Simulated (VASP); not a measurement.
# Ru (Pm-3m) in VASP: notebook

The runs below take Ru through single point, with PBEsol.

Program: VASP 6.6.1. These are calculated values, not measurements. Logs are shortened: lines on timing, memory, paths and dates and some standing lists are left out, and cuts for length are marked.

## 1. The cell of the first run

The structure is cubic, space group Pm-3m (No. 221). Conventional cell: a = 2.481 Å, b = 2.481 Å, c = 2.481 Å, α = 90.00°, β = 90.00°, γ = 90.00°. Within 3.3 Å of Ru (site symmetry m-3m) lie 6 Ru at 2.48 Å.

## 2. Single point, PBEsol

The input, INCAR:

```
SYSTEM = Ru
PREC = Accurate
ENCUT = 520
EDIFF = 1E-7
ISMEAR = -1
SIGMA = 0.1
LREAL = .FALSE.
LASPH = .TRUE.
NELM = 100
ALGO = Normal
ISIF = 2
LWAVE = .FALSE.
LCHARG = .FALSE.
GGA = PS
NBANDS = 13
```

The input, KPOINTS:

```
Automatic mesh
0
G
  14 14 14
  0 0 0
```

The input, POSCAR:

```
Ru
1.0
    2.4809936697      0.0000000000      0.0000000000
    0.0000000000      2.4809936697      0.0000000000
    0.0000000000      0.0000000000      2.4809936697
Ru
1
Direct
    0.0000000000      0.0000000000      0.0000000000
```

Potentials or basis: VASP PAW PBE potentials, release 64 (Ru_pv).

Launch:

```console
$ cat potpaw_PBE.64/Ru_pv/POTCAR > POTCAR
$ mpirun -np 1 vasp_std > vasp.out
```

OUTCAR:

```text
SYSTEM = Ru
   PREC = Accurate
   ENCUT = 520
   EDIFF = 1E-7
   ISMEAR = -1
   LREAL = .FALSE.
   LASPH = .TRUE.
   NELM = 100
   ISIF = 2
   GGA = PS

 ion  position               nearest neighbor table
   1  0.000  0.000  0.000-

  LATTYP: Found a simple cubic cell.
 ALAT       =     2.4809936697

  Lattice vectors:

 A1 = (   2.4809936697,   0.0000000000,   0.0000000000)
 A2 = (   0.0000000000,   2.4809936697,   0.0000000000)
 A3 = (   0.0000000000,   0.0000000000,   2.4809936697)

Analysis of symmetry for initial positions (statically):
=====================================================================
 Subroutine PRICEL returns:
 Original cell was already a primitive cell.

 Routine SETGRP: Setting up the symmetry group for a
 simple cubic supercell.

 Subroutine GETGRP returns: Found 48 space group operations
 (whereof 48 operations were pure point group operations)
 out of a pool of 48 trial point group operations.

The static configuration has the point symmetry O_h .

Analysis of symmetry for dynamics (positions and initial velocities):
=====================================================================
 Subroutine PRICEL returns:
 Original cell was already a primitive cell.

 Routine SETGRP: Setting up the symmetry group for a
 simple cubic supercell.

 Subroutine GETGRP returns: Found 48 space group operations
 (whereof 48 operations were pure point group operations)
 out of a pool of 48 trial point group operations.

The dynamic configuration has the point symmetry O_h .

 Subroutine INISYM returns: Found 48 space group operations
 (whereof 48 operations are pure point group operations),
 and found     1 'primitive' translations

----------------------------------------------------------------------------------------

                                     Primitive cell

  volume of cell :      15.2713

  direct lattice vectors                    reciprocal lattice vectors
     2.480993670  0.000000000  0.000000000     0.403064309  0.000000000  0.000000000
     0.000000000  2.480993670  0.000000000     0.000000000  0.403064309  0.000000000
     0.000000000  0.000000000  2.480993670     0.000000000  0.000000000  0.403064309

  length of vectors
     2.480993670  2.480993670  2.480993670     0.403064309  0.403064309  0.403064309

  position of ions in fractional coordinates (direct lattice)
     0.000000000  0.000000000  0.000000000

  ion indices of the primitive-cell ions
   primitive index   ion index
                 1           1

----------------------------------------------------------------------------------------

 KPOINTS: Automatic mesh

Automatic generation of k-mesh.
 Grid dimensions read from file:
 generate k-points for:   14   14   14

 Generating k-lattice:

  Cartesian coordinates                     Fractional coordinates (reciprocal lattice)
     0.028790308  0.000000000  0.000000000     0.071428571  0.000000000  0.000000000
     0.000000000  0.028790308  0.000000000     0.000000000  0.071428571  0.000000000
     0.000000000  0.000000000  0.028790308     0.000000000  0.000000000  0.071428571

  Length of vectors
     0.028790308  0.028790308  0.028790308

  Shift w.r.t. Gamma in fractional coordinates (k-lattice)
     0.000000000  0.000000000  0.000000000

 Subroutine IBZKPT returns following result:
 ===========================================

 Found    120 irreducible k-points:

 Following reciprocal coordinates:
            Coordinates               Weight
  0.000000  0.000000  0.000000      1.000000
  0.071429  0.000000  0.000000      6.000000
  0.142857  0.000000  0.000000      6.000000
  0.214286  0.000000  0.000000      6.000000
  0.285714  0.000000  0.000000      6.000000
  0.357143  0.000000  0.000000      6.000000
[... 16 lines left out ...]
  0.285714  0.214286  0.000000     24.000000
  0.357143  0.214286  0.000000     24.000000
 [... further k-points ...]
   k-points           NKPTS =    120   k-points in BZ     NKDIM =    120   number of bands    NBANDS=     13
   number of dos      NEDOS =    301   number of ions     NIONS =      1
   total plane-waves  NPLWV =   5832
   dimension x,y,z NGX =    18 NGY =   18 NGZ =   18
   dimension x,y,z NGXF=    36 NGYF=   36 NGZF=   36
   ions per type =               1
   NGX,Y,Z   is equivalent  to a cutoff of  12.06, 12.06, 12.06 a.u.
   NGXF,Y,Z  is equivalent  to a cutoff of  24.12, 24.12, 24.12 a.u.
 SYSTEM =  Ru
   PREC   = accura    normal or accurate (medium, high low for compatibility)
   ISTART =      0    job   : 0-new  1-cont  2-samecut
   ICHARG =      2    charge: 1-file 2-atom 10-const
   ISPIN  =      1    spin polarized calculation?
   LNONCOLLINEAR =      F non collinear calculations
   LSORBIT =      F    spin-orbit coupling
   LASPH  =      T    aspherical Exc in radial PAW
   ENCUT  =  520.0 eV  38.22 Ry    6.18 a.u.   4.61  4.61  4.61*2*pi/ulx,y,z
   NELM   =    100;   NELMIN=  2; NELMDL= -5     # of ELM steps
   EDIFF  = 0.1E-06   stopping-criterion for ELM
   LREAL  =      F    real-space projection
   EDIFFG = 0.1E-05   stopping-criterion for IOM
   NSW    =      0    number of steps for IOM
   IBRION =     -1    ionic relax: 0-MD 1-quasi-New 2-CG
   NFREE  =      0    steps in history (QN), initial steepest desc. (CG)
   ISIF   =      2    stress and relaxation
   ISYM   =      2    0-nonsym 1-usesym 2-fastsym
   POTIM  = 0.5000    time-step for ionic-motion
   TEBEG  =    0.0;   TEEND  =   0.0 temperature during run
   PSTRESS=    0.0 pullay stress
   NELECT =      14.0000    total number of electrons
   NUPDOWN=      -1.0000    fix difference up-down
   EMIN   =  10.00;   EMAX   =-10.00  energy-range for DOS
   EFERMI =   0.00;   METHOD = LEGACY
   ISMEAR =    -1;   SIGMA  =   0.10  broadening in eV -4-tet -1-fermi 0-gaus
   EFERMI_NEDOS =   21; number of points for ismear=-14 and -15
   IALGO  =     38    algorithm
   IMIX   =      4    mixing-type and parameters
     AMIX     =   0.40;   BMIX     =  1.00
     AMIX_MAG =   1.60;   BMIX_MAG =  1.00
  volume/ion in A,a.u.               =      15.27       103.06
  Fermi-wavevector in a.u.,A,eV,Ry     =   1.590347  3.005320 34.411897  2.529203
  Thomas-Fermi vector in A             =   2.689056
   LORBIT       =      0    0 simple, 1 ext, 2 COOP (PROOUT), +10 PAW based schemes
   GGA     = PS    functional components
   LHFCALC =     F    Hartree Fock is set to
   AEXX    =    0.0000 exact exchange contribution
   IVDW    =     0    specifies the selected vdW correction
   LEPSILON=     F    determine dielectric tensor
   LRPA    =     F    only Hartree local field effects (RPA)
 non-spin polarized calculation
  energy-cutoff  :      520.00
  volume of cell :       15.27
 maximum number of plane-waves:       437
   NGX =  9   NGY =  9   NGZ =  9

 number of electron      13.9999994 magnetization

 Free energy of the ion-electron system (eV)
  ---------------------------------------------------
  ext. energy  EPLUGINS =         0.00000000
  ---------------------------------------------------
  free energy    TOTEN  =        -8.96595808 eV

  energy without entropy =       -8.91569214  energy(sigma->0) =       -8.94082511

 E-fermi :  10.9307     XC(G=0): -13.4090

 val. band max:       10.9275693175   @ k =   0.2143   0.2143   0.1429
 cond. band min:      10.9752331503   @ k =   0.4286   0.4286   0.2857
 fundamental gap:      0.0476638328
 Fermi energy:        10.9307152816

 k-point     1 :       0.0000    0.0000    0.0000
  band No.  band energies     occupation
      1     -31.4288      2.00000
      2     -31.4288      2.00000
      3     -31.4288      2.00000
      4       3.5184      2.00000
      5       5.3360      2.00000
      6       5.3360      2.00000
      7      12.6662      0.00000
      8      12.6662      0.00000
      9      12.6662      0.00000
     10      21.6948      0.00000
     11      27.7805      0.00000
     12      27.7805      0.00000
     13      27.7805      0.00000

 k-point     2 :       0.0714    0.0000    0.0000
  band No.  band energies     occupation
      1     -31.4904      2.00000
      2     -31.4236      2.00000
      3     -31.4236      2.00000
      4       3.6791      2.00000
      5       5.3722      2.00000
      6       5.5044      2.00000
      7      12.4923      0.00000
      8      12.4923      0.00000
      9      12.6794      0.00000
     10      21.6947      0.00000
     11      26.8364      0.00000
     12      28.0821      0.00000
     13      28.0821      0.00000

 k-point     3 :       0.1429    0.0000    0.0000
  band No.  band energies     occupation
      1     -31.6610      2.00000
      2     -31.4090      2.00000
      3     -31.4090      2.00000
      4       4.0999      2.00000
      5       5.4748      2.00000
      6       6.0331      2.00000
      7      12.0332      0.00003
      8      12.0332      0.00003
      9      12.7166      0.00000
     10      21.6942      0.00000
     11      24.9058      0.00000
     12      28.9126      0.00000
     13      28.9126      0.00000

 k-point     4 :       0.2143    0.0000    0.0000
  band No.  band energies     occupation
      1     -31.9025      2.00000
      2     -31.3879      2.00000
      3     -31.3879      2.00000
      4       4.6477      2.00000
      5       5.6274      2.00000
      6       6.9403      2.00000
      7      11.4300      0.01348
      8      11.4300      0.01348
      9      12.7708      0.00000
     10      21.6919      0.00000
     11      22.8776      0.00000
     12      30.0999      0.00000
     13      30.0999      0.00000

 k-point     5 :       0.2857    0.0000    0.0000
  band No.  band energies     occupation
      1     -32.1640      2.00000
      2     -31.3643      2.00000
      3     -31.3643      2.00000
      4       5.2204      2.00000
      5       5.8033      2.00000
      6       8.1233      2.00000
      7      10.8252      1.48342
      8      10.8252      1.48342
      9      12.8316      0.00000
     10      21.0729      0.00000
     11      21.7029      0.00000
     12      29.4827      0.00000
     13      31.4577      0.00000
[... 257 lines left out ...]
 k-point    22 :       0.2143    0.2143    0.0000
  band No.  band energies     occupation
      1     -31.8674      2.00000
      2     -31.8388      2.00000
      3     -31.3477      2.00000
      4       5.5240      2.00000
      5       6.7005      2.00000
      6       7.6226      2.00000
      7      10.4618      1.98179
      8      11.4632      0.00969
      9      11.7210      0.00074
     10      21.6936      0.00000
     11      23.9954      0.00000
     12      25.1336      0.00000
     13      31.3525      0.00000

 k-point    23 :       0.2857    0.2143    0.0000
  band No.  band energies     occupation
      1     -32.1108      2.00000
      2     -31.8240      2.00000
      3     -31.3246      2.00000
      4       5.8755      2.00000
      5       6.8736      2.00000
      6       8.3161      2.00000
      7      10.6259      1.90937
      8      10.9860      0.73024
      9      11.7069      0.00085
     10      21.6910      0.00000
     11      22.3252      0.00000
     12      25.7813      0.00000
     13      30.6857      0.00000

 k-point    24 :       0.3571    0.2143    0.0000
  band No.  band energies     occupation
      1     -32.3366      2.00000
      2     -31.7987      2.00000
      3     -31.3037      2.00000
      4       6.1898      2.00000
      5       6.8618      2.00000
      6       8.5462      2.00000
      7      10.5146      1.96930
      8      11.7355      0.00064
      9      11.7779      0.00042
     10      20.5667      0.00000
     11      21.6973      0.00000
     12      26.7409      0.00000
     13      30.0193      0.00000

 [... further k-points ...]

------------------------ aborting loop because EDIFF is reached ----------------------------------------

  FORCE on cell =-STRESS in cart. coord.  units (eV):
  Direction    XX          YY          ZZ          XY          YZ          ZX
  --------------------------------------------------------------------------------------
  -------------------------------------------------------------------------------------
  Total        0.0352108      0.0352108      0.0352108     -0.0000000     -0.0000000     -0.0000000
  in kB        3.6941099      3.6941099      3.6941099     -0.0000000     -0.0000000     -0.0000000
  external PRESSURE =       3.6941099 kB  Pullay stress =       0.0000000 kB

 VOLUME and BASIS-vectors are now :
 -----------------------------------------------------------------------------
  energy-cutoff  :      520.00
  volume of cell :       15.27
      direct lattice vectors                 reciprocal lattice vectors
     2.480993670  0.000000000  0.000000000     0.403064309  0.000000000  0.000000000
     0.000000000  2.480993670  0.000000000     0.000000000  0.403064309  0.000000000
     0.000000000  0.000000000  2.480993670     0.000000000  0.000000000  0.403064309

 POSITION                                       TOTAL-FORCE (eV/Angst)
 -----------------------------------------------------------------------------------
      0.00000      0.00000      0.00000         0.000000      0.000000      0.000000
 -----------------------------------------------------------------------------------
    total drift:                               -0.000000      0.000000      0.000000

  FREE ENERGIE OF THE ION-ELECTRON SYSTEM (eV)
  ---------------------------------------------------
  free  energy   TOTEN  =        -8.9659580848 eV

  energy  without entropy=       -8.9156921383  energy(sigma->0) =       -8.94082511
```

Wall time 9.8 s (1 thread of Intel Xeon 6975P-C, shared host); peak memory 0.14 GiB.

What came out:

- Free energy: -8.9660 eV
- Pressure: 0.4 GPa
- Band gap on the k mesh: zero (band 7 reaches 14.87 eV, above the bottom of band 8 at 10.15 eV)

Levels at points of the mesh, in eV from the Fermi level:
```tsv
k point	band 5	band 6	band 7	band 8	band 9	band 10
(0.00, 0.00, 0.00)	-5.59	-5.59	1.74	1.74	1.74	10.76
(0.50, 0.00, 0.00)	-4.63	-1.04	-1.04	-0.35	2.01	7.66
(0.50, 0.50, 0.00)	-3.75	-0.49	-0.49	3.75	5.74	5.74
(0.50, 0.50, 0.50)	-4.97	-4.97	3.94	3.94	9.03	10.76
```

Caveat: the PAW data sets were made with another functional, which shifts forces and pressure a little.

## 3. Single point, PBEsol (volume scaled by 1.04)

The input, INCAR:

```
PREC = Accurate
ENCUT = 520
EDIFF = 1E-6
ISMEAR = -1
SIGMA = 0.1
LREAL = F
LASPH = T
NELM = 60
ALGO = Normal
ISIF = 2
LWAVE = F
LCHARG = F
GGA = PS
NBANDS = 13
```

The input, KPOINTS:

```
regular mesh
0
Gamma
  14 14 14
```

The input, POSCAR:

```
Ru
1.0
    2.5136420673      0.0000000000      0.0000000000
    0.0000000000      2.5136420673      0.0000000000
    0.0000000000      0.0000000000      2.5136420673
Ru
1
Direct
    0.0000000000      0.0000000000      0.0000000000
```

Potentials or basis: VASP PAW PBE potentials, release 64 (Ru_pv).

Launch:

```console
$ cat potpaw_PBE.64/Ru_pv/POTCAR > POTCAR
$ mpirun -np 1 vasp_std > vasp.out
```

Wall time 11 s (1 thread of Intel Xeon 6975P-C, shared host); peak memory 0.14 GiB.

The run converged. Its results:

| Quantity | Value |
| --- | --- |
| Free energy | -8.9502 eV |
| Pressure | -8.4 GPa |
| Band gap on the k mesh | zero (band 7 reaches 13.99 eV, above the bottom of band 8 at 9.53 eV) |

Levels at points of the mesh, in eV from the Fermi level:
```csv
k point,band 4,band 5,band 6,band 7,band 8,band 9,band 10,band 11
"(0.00, 0.00, 0.00)",-7.17,-5.30,-5.30,1.63,1.63,1.63,10.81,16.55
"(0.50, 0.00, 0.00)",-4.55,-4.46,-0.97,-0.97,-0.28,1.88,7.29,10.81
"(0.50, 0.50, 0.00)",-6.03,-3.58,-0.46,-0.46,3.53,5.60,5.60,10.80
"(0.50, 0.50, 0.50)",-4.68,-4.68,-4.68,3.70,3.70,9.15,10.81,12.51
```

Caveat: the PAW data sets were made with another functional, which shifts forces and pressure a little.

## 4. Single point, PBEsol (volume scaled by 1.08)

The input, INCAR:

```
ALGO = Normal ; EDIFF = 1E-6
ENCUT = 520 ; GGA = PS
ISIF = 2 ; ISMEAR = -1
LASPH = True ; LCHARG = False
LREAL = False ; LWAVE = False
NBANDS = 13 ; NELM = 60
PREC = Accurate ; SIGMA = 0.1
```

The input, KPOINTS:

```
k-points
0
Gamma
  14 14 14
```

The input, POSCAR:

```
Ru
1.0
    2.5454636995      0.0000000000      0.0000000000
    0.0000000000      2.5454636995      0.0000000000
    0.0000000000      0.0000000000      2.5454636995
Ru
1
Direct
    0.0000000000      0.0000000000      0.0000000000
```

Launch:

```console
$ cat potpaw_PBE.64/Ru_pv/POTCAR > POTCAR
$ mpirun -np 1 vasp_std > vasp.out
```

Wall time 12 s (1 thread of Intel Xeon 6975P-C, shared host); peak memory 0.14 GiB.

It converged, with:

```yaml
Free_energy: -8.9041 eV
Pressure: -15.5 GPa
Band_gap_on_the_k_mesh: zero (band 7 reaches 13.18 eV, above the bottom of band 8 at 8.97 eV)
```

Levels at points of the mesh, in eV from the Fermi level:
```csv
k point,band 4,band 5,band 6,band 7,band 8,band 9,band 10,band 11
"(0.00, 0.00, 0.00)",-6.95,-5.03,-5.03,1.53,1.53,1.53,10.85,16.27
"(0.50, 0.00, 0.00)",-4.32,-4.29,-0.91,-0.91,-0.21,1.77,6.95,10.85
"(0.50, 0.50, 0.00)",-5.69,-3.42,-0.43,-0.43,3.33,5.48,5.48,10.85
"(0.50, 0.50, 0.50)",-4.41,-4.41,-4.41,3.49,3.49,9.25,10.85,12.10
```

Caveat: the PAW data sets were made with another functional, which shifts forces and pressure a little.

## 5. Single point, PBEsol (volume scaled by 1.12)

The input, INCAR:

```
SYSTEM = Ru
  ALGO = Normal
  EDIFF = 1E-6
  ENCUT = 520
  GGA = PS
  ISIF = 2
  ISMEAR = -1
  LASPH = .True.
  LCHARG = .True.
  LELF = .True.
  LREAL = .False.
  LVHAR = .True.
  LWAVE = .False.
  NBANDS = 13
  NELM = 80
  PREC = Accurate
  SIGMA = 0.1
```

The input, KPOINTS:

```
k-points
0
Gamma
  14 14 14
  0 0 0
```

The input, POSCAR:

```
Ru
1.0
    2.5765089994      0.0000000000      0.0000000000
    0.0000000000      2.5765089994      0.0000000000
    0.0000000000      0.0000000000      2.5765089994
Ru
1
Direct
    0.0000000000      0.0000000000      0.0000000000
```

Launch:

```console
$ cat potpaw_PBE.64/Ru_pv/POTCAR > POTCAR
$ mpirun -np 1 vasp_std > vasp.out
```

Wall time 12 s (1 thread of Intel Xeon 6975P-C, shared host); peak memory 0.14 GiB.

Results (log left out):

```yaml
Free_energy: -8.8339 eV
Pressure: -21.1 GPa
Band_gap_on_the_k_mesh: zero (band 7 reaches 12.43 eV, above the bottom of band 8 at 8.44 eV)
```

Levels at points of the mesh, in eV from the Fermi level:
```
           k point  band 3  band 4  band 5  band 6  band 7  band 8  band 9  band 10  band 11  band 12
(0.00, 0.00, 0.00)  -42.30   -6.73   -4.78   -4.78    1.45    1.45    1.45    10.90    16.00    16.00
(0.50, 0.00, 0.00)  -42.22   -4.13   -4.11   -0.85   -0.85   -0.14    1.67     6.64    10.90    16.29
(0.50, 0.50, 0.00)  -42.15   -5.39   -3.27   -0.41   -0.41    3.14    5.36     5.36    10.89    13.16
(0.50, 0.50, 0.50)  -42.92   -4.17   -4.17   -4.17    3.29    3.29    9.33    10.90    11.72    11.72
```

Caveat: the PAW data sets were made with another functional, which shifts forces and pressure a little.

## 6. The runs side by side

| cell | gap on the mesh (eV) | pressure (GPa) |
| --- | --- | --- |
| a = 2.481 Å, 1 atom | none | 0.4 |
| a = 2.514 Å, 1 atom | none | -8.4 |
| a = 2.545 Å, 1 atom | none | -15.5 |
| a = 2.577 Å, 1 atom | none | -21.1 |

Alike in all rows: task single point; level PBEsol; potentials or basis VASP PAW PBE potentials, release 64 (Ru_pv); no spin polarisation; k mesh 14 × 14 × 14; cutoff (eV) 520; smearing fermi-dirac 0.1 eV.

Caveats: the PAW data sets were made with another functional, which shifts forces and pressure a little.

Total energies depend on the potentials used, so only differences within one code and one set of settings carry meaning.
